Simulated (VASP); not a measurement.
# SnSe (P6_3mc) in VASP: single point with PBE

Aim: the single point of SnSe with PBE.

Program: VASP 6.6.1. These are calculated values, not measurements. Logs are shortened: lines on timing, memory, paths and dates and some standing lists are left out, and cuts for length are marked.

## (1) The cell of the first run

Symmetry: P6_3mc, No. 186, hexagonal system. Conventional cell: a = 4.807 Å, b = 4.807 Å, c = 6.174 Å, α = 90.00°, β = 90.00°, γ = 120.00°. Sn (site symmetry 3m) has 5 Se at 2.79 to 3.35 Å within 3.7 Å. Within 3.7 Å of Se (site symmetry 3m) lie 5 Sn at 2.79 to 3.35 Å.

## (2) Single point, PBE (biaxial xy strain -5.3%)

The input, INCAR:

```
SYSTEM = SnSe
PREC = Accurate ; ENCUT = 520
EDIFF = 1E-7 ; ISMEAR = -1
SIGMA = 0.02 ; LREAL = .False.
LASPH = .True. ; NELM = 60
ALGO = Normal ; ISIF = 2
LWAVE = .False. ; LCHARG = .False.
GGA = PE ; NBANDS = 28
```

The input, KPOINTS:

```
Automatic mesh
0
Gamma
  6 6 4
  0 0 0
```

The input, POSCAR:

```
SnSe
1.0
    4.8068298639      0.0000000000      0.0000000000
   -2.4034149320      4.1628367738      0.0000000000
    0.0000000000      0.0000000000      6.1736757433
Sn Se
2 2
Direct
    0.3333333333      0.6666666667     -0.0413779700
    0.6666666667      0.3333333333      0.4586220300
    0.3333333333      0.6666666667      0.4163779700
    0.6666666667      0.3333333333      0.9163779700
```

Potentials or basis: VASP PAW PBE potentials, release 64 (Sn_d, Se).

Started as:

```bash
cat potpaw_PBE.64/Sn_d/POTCAR potpaw_PBE.64/Se/POTCAR > POTCAR
mpirun -np 1 vasp_std > vasp.out
```

OUTCAR:

```text
SYSTEM = SnSe
   PREC = Accurate
   ENCUT = 520
   EDIFF = 1E-7
   ISMEAR = -1
   LREAL = .False.
   LASPH = .True.
   NELM = 60
   ISIF = 2
   GGA = PE

 ion  position               nearest neighbor table
   1  0.333  0.667  0.959-   4 2.79   4 2.79   4 2.79   3 2.83
   2  0.667  0.333  0.459-   3 2.79   3 2.79   3 2.79   4 2.83
   3  0.333  0.667  0.416-   2 2.79   2 2.79   2 2.79   1 2.83
   4  0.667  0.333  0.916-   1 2.79   1 2.79   1 2.79   2 2.83

  LATTYP: Found a hexagonal cell.
 ALAT       =     4.8068298639
 C/A-ratio  =     1.2843549529

  Lattice vectors:

 A1 = (   4.8068298639,   0.0000000000,   0.0000000000)
 A2 = (  -2.4034149320,   4.1628367738,   0.0000000000)
 A3 = (   0.0000000000,   0.0000000000,   6.1736757433)

Analysis of symmetry for initial positions (statically):
=====================================================================
 Subroutine PRICEL returns:
 Original cell was already a primitive cell.

 Routine SETGRP: Setting up the symmetry group for a
 hexagonal supercell.

 Subroutine GETGRP returns: Found 12 space group operations
 (whereof  6 operations were pure point group operations)
 out of a pool of 24 trial point group operations.

The static configuration has the point symmetry C_3v.
 The point group associated with its full space group is C_6v.

Analysis of symmetry for dynamics (positions and initial velocities):
=====================================================================
 Subroutine PRICEL returns:
 Original cell was already a primitive cell.

 Routine SETGRP: Setting up the symmetry group for a
 hexagonal supercell.

 Subroutine GETGRP returns: Found 12 space group operations
 (whereof  6 operations were pure point group operations)
 out of a pool of 24 trial point group operations.

The dynamic configuration has the point symmetry C_3v.
 The point group associated with its full space group is C_6v.

 Subroutine INISYM returns: Found 12 space group operations
 (whereof  6 operations are pure point group operations),
 and found     1 'primitive' translations

----------------------------------------------------------------------------------------

                                     Primitive cell

  volume of cell :     123.5355

  direct lattice vectors                    reciprocal lattice vectors
     4.806829864  0.000000000  0.000000000     0.208037319  0.120110402  0.000000000
    -2.403414932  4.162836774  0.000000000     0.000000000  0.240220805  0.000000000
     0.000000000  0.000000000  6.173675743     0.000000000  0.000000000  0.161978057

  length of vectors
     4.806829864  4.806829864  6.173675743     0.240220805  0.240220805  0.161978057

  position of ions in fractional coordinates (direct lattice)
     0.333333333  0.666666667  0.958622030
     0.666666667  0.333333333  0.458622030
     0.333333333  0.666666667  0.416377970
     0.666666667  0.333333333  0.916377970

  ion indices of the primitive-cell ions
   primitive index   ion index
                 1           1
                 2           2
                 3           3
                 4           4

----------------------------------------------------------------------------------------

 KPOINTS: Automatic mesh

Automatic generation of k-mesh.
 Grid dimensions read from file:
 generate k-points for:    6    6    4

 Generating k-lattice:

  Cartesian coordinates                     Fractional coordinates (reciprocal lattice)
     0.034672887  0.020018400  0.000000000     0.166666667  0.000000000  0.000000000
     0.000000000  0.040036801  0.000000000     0.000000000  0.166666667  0.000000000
     0.000000000  0.000000000  0.040494514     0.000000000  0.000000000  0.250000000

  Length of vectors
     0.040036801  0.040036801  0.040494514

  Shift w.r.t. Gamma in fractional coordinates (k-lattice)
     0.000000000  0.000000000  0.000000000

 Subroutine IBZKPT returns following result:
 ===========================================

 Found     21 irreducible k-points:

 Following reciprocal coordinates:
            Coordinates               Weight
  0.000000  0.000000  0.000000      1.000000
  0.166667  0.000000  0.000000      6.000000
  0.333333  0.000000  0.000000      6.000000
  0.500000  0.000000  0.000000      3.000000
  0.166667  0.166667  0.000000      6.000000
  0.333333  0.166667  0.000000     12.000000
[... 13 lines left out ...]
  0.333333  0.166667  0.500000     12.000000
  0.333333  0.333333  0.500000      2.000000
   k-points           NKPTS =     21   k-points in BZ     NKDIM =     21   number of bands    NBANDS=     28
   number of dos      NEDOS =    301   number of ions     NIONS =      4
   total plane-waves  NPLWV =  62208
   dimension x,y,z NGX =    36 NGY =   36 NGZ =   48
   dimension x,y,z NGXF=    72 NGYF=   72 NGZF=   96
   ions per type =               2   2
   NGX,Y,Z   is equivalent  to a cutoff of  12.45, 12.45, 12.93 a.u.
   NGXF,Y,Z  is equivalent  to a cutoff of  24.90, 24.90, 25.85 a.u.
 SYSTEM =  SnSe
   PREC   = accura    normal or accurate (medium, high low for compatibility)
   ISTART =      0    job   : 0-new  1-cont  2-samecut
   ICHARG =      2    charge: 1-file 2-atom 10-const
   ISPIN  =      1    spin polarized calculation?
   LNONCOLLINEAR =      F non collinear calculations
   LSORBIT =      F    spin-orbit coupling
   LASPH  =      T    aspherical Exc in radial PAW
   ENCUT  =  520.0 eV  38.22 Ry    6.18 a.u.   8.94  8.94 11.48*2*pi/ulx,y,z
   NELM   =     60;   NELMIN=  2; NELMDL= -5     # of ELM steps
   EDIFF  = 0.1E-06   stopping-criterion for ELM
   LREAL  =      F    real-space projection
   EDIFFG = 0.1E-05   stopping-criterion for IOM
   NSW    =      0    number of steps for IOM
   IBRION =     -1    ionic relax: 0-MD 1-quasi-New 2-CG
   NFREE  =      0    steps in history (QN), initial steepest desc. (CG)
   ISIF   =      2    stress and relaxation
   ISYM   =      2    0-nonsym 1-usesym 2-fastsym
   POTIM  = 0.5000    time-step for ionic-motion
   TEBEG  =    0.0;   TEEND  =   0.0 temperature during run
   PSTRESS=    0.0 pullay stress
   NELECT =      40.0000    total number of electrons
   NUPDOWN=      -1.0000    fix difference up-down
   EMIN   =  10.00;   EMAX   =-10.00  energy-range for DOS
   EFERMI =   0.00;   METHOD = LEGACY
   ISMEAR =    -1;   SIGMA  =   0.02  broadening in eV -4-tet -1-fermi 0-gaus
   EFERMI_NEDOS =   21; number of points for ismear=-14 and -15
   IALGO  =     38    algorithm
   IMIX   =      4    mixing-type and parameters
     AMIX     =   0.40;   BMIX     =  1.00
     AMIX_MAG =   1.60;   BMIX_MAG =  1.00
  volume/ion in A,a.u.               =      30.88       208.41
  Fermi-wavevector in a.u.,A,eV,Ry     =   1.124167  2.124368 17.194383  1.263752
  Thomas-Fermi vector in A             =   2.260837
   LORBIT       =      0    0 simple, 1 ext, 2 COOP (PROOUT), +10 PAW based schemes
   GGA     = PE    functional components
   LHFCALC =     F    Hartree Fock is set to
   AEXX    =    0.0000 exact exchange contribution
   IVDW    =     0    specifies the selected vdW correction
   LEPSILON=     F    determine dielectric tensor
   LRPA    =     F    only Hartree local field effects (RPA)
 non-spin polarized calculation
  energy-cutoff  :      520.00
  volume of cell :      123.54
 maximum number of plane-waves:      3354
 NGX is ok and might be reduce to    36
   NGX = 17   NGY = 17   NGZ = 23

 number of electron      39.9999991 magnetization

 Free energy of the ion-electron system (eV)
  ---------------------------------------------------
  ext. energy  EPLUGINS =         0.00000000
  ---------------------------------------------------
  free energy    TOTEN  =       -15.67588201 eV

  energy without entropy =      -15.67588188  energy(sigma->0) =      -15.67588195

 E-fermi :   5.2140     XC(G=0):  -8.7643

 val. band max:        4.9664311442   @ k =   0.3333   0.3333   0.5000
 cond. band min:       5.4993860224   @ k =   0.3333   0.1667   0.5000
 fundamental gap:      0.5329548782
 Fermi energy:         5.2140397696

 k-point     1 :       0.0000    0.0000    0.0000
  band No.  band energies     occupation
      1     -17.0178      2.00000
      2     -16.9880      2.00000
      3     -16.9880      2.00000
      4     -16.9861      2.00000
      5     -16.9861      2.00000
      6     -16.9861      2.00000
[... 20 lines left out ...]
     27      10.2962      0.00000
     28      10.3066      0.00000

 k-point     2 :       0.1667    0.0000    0.0000
  band No.  band energies     occupation
      1     -17.0173      2.00000
      2     -16.9914      2.00000
      3     -16.9869      2.00000
      4     -16.9847      2.00000
      5     -16.9845      2.00000
      6     -16.9839      2.00000
[... 20 lines left out ...]
     27       9.9405      0.00000
     28      10.3413      0.00000

 k-point     3 :       0.3333    0.0000    0.0000
  band No.  band energies     occupation
      1     -17.0161      2.00000
      2     -16.9966      2.00000
      3     -16.9853      2.00000
      4     -16.9825      2.00000
      5     -16.9824      2.00000
      6     -16.9806      2.00000
[... 20 lines left out ...]
     27       9.6737      0.00000
     28      10.3398      0.00000

 k-point     4 :       0.5000    0.0000    0.0000
  band No.  band energies     occupation
      1     -17.0151      2.00000
      2     -16.9993      2.00000
      3     -16.9851      2.00000
      4     -16.9816      2.00000
      5     -16.9815      2.00000
      6     -16.9789      2.00000
[... 485 lines left out ...]
     27      11.5745      0.00000
     28      11.5745      0.00000

 k-point    20 :       0.3333    0.1667    0.5000
  band No.  band energies     occupation
      1     -17.0005      2.00000
      2     -17.0005      2.00000
      3     -16.9864      2.00000
      4     -16.9864      2.00000
      5     -16.9825      2.00000
      6     -16.9825      2.00000
[... 20 lines left out ...]
     27      11.0324      0.00000
     28      11.0324      0.00000

 k-point    21 :       0.3333    0.3333    0.5000
  band No.  band energies     occupation
      1     -16.9996      2.00000
      2     -16.9996      2.00000
      3     -16.9868      2.00000
      4     -16.9868      2.00000
      5     -16.9817      2.00000
      6     -16.9817      2.00000
[... 20 lines left out ...]
     27      10.7132      0.00000
     28      10.7132      0.00000

------------------------ aborting loop because EDIFF is reached ----------------------------------------

  FORCE on cell =-STRESS in cart. coord.  units (eV):
  Direction    XX          YY          ZZ          XY          YZ          ZX
  --------------------------------------------------------------------------------------
  -------------------------------------------------------------------------------------
  Total        6.1837332      6.1837332      1.7805151     -0.0000000      0.0000000      0.0000000
  in kB       80.1990787     80.1990787     23.0921461     -0.0000000      0.0000000      0.0000000
  external PRESSURE =      61.1634345 kB  Pullay stress =       0.0000000 kB

 VOLUME and BASIS-vectors are now :
 -----------------------------------------------------------------------------
  energy-cutoff  :      520.00
  volume of cell :      123.54
      direct lattice vectors                 reciprocal lattice vectors
     4.806829864  0.000000000  0.000000000     0.208037319  0.120110402  0.000000000
    -2.403414932  4.162836774  0.000000000     0.000000000  0.240220805  0.000000000
     0.000000000  0.000000000  6.173675743     0.000000000  0.000000000  0.161978057

 POSITION                                       TOTAL-FORCE (eV/Angst)
 -----------------------------------------------------------------------------------
     -0.00000      2.77522      5.91822         0.000000      0.000000     -0.079011
      2.40341      1.38761      2.83138        -0.000000      0.000000     -0.079011
     -0.00000      2.77522      2.57058         0.000000     -0.000000      0.079011
      2.40341      1.38761      5.65742        -0.000000      0.000000      0.079011
 -----------------------------------------------------------------------------------
    total drift:                               -0.000000      0.000000     -0.000000

  FREE ENERGIE OF THE ION-ELECTRON SYSTEM (eV)
  ---------------------------------------------------
  free  energy   TOTEN  =       -15.6758820133 eV

  energy  without entropy=      -15.6758818791  energy(sigma->0) =      -15.67588195
```

Run time: 65 s. Hardware: 1 thread of AMD EPYC 7R13 (Zen 3), shared host; peak memory 0.24 GiB.

Results:

```yaml
Free_energy: -15.6759 eV
Pressure: 6.1 GPa
Largest_force: 0.079 eV/Å
Band_gap_on_the_k_mesh: 0.53 eV, indirect (least direct gap 0.58 eV)
```

Forces in eV/Å, atoms in the order of the input:
```
Sn   0.000  0.000 -0.079
Sn   0.000  0.000 -0.079
Se   0.000  0.000  0.079
Se   0.000  0.000  0.079
```

Stress tensor (GPa, compression positive):
```
8.02 0.00 0.00
0.00 8.02 0.00
0.00 0.00 2.31
```

Caveat: the cell differs from its parent crystal (biaxial xy strain -5.3%); spin-orbit coupling is left out, which moves the levels of the heavy elements.
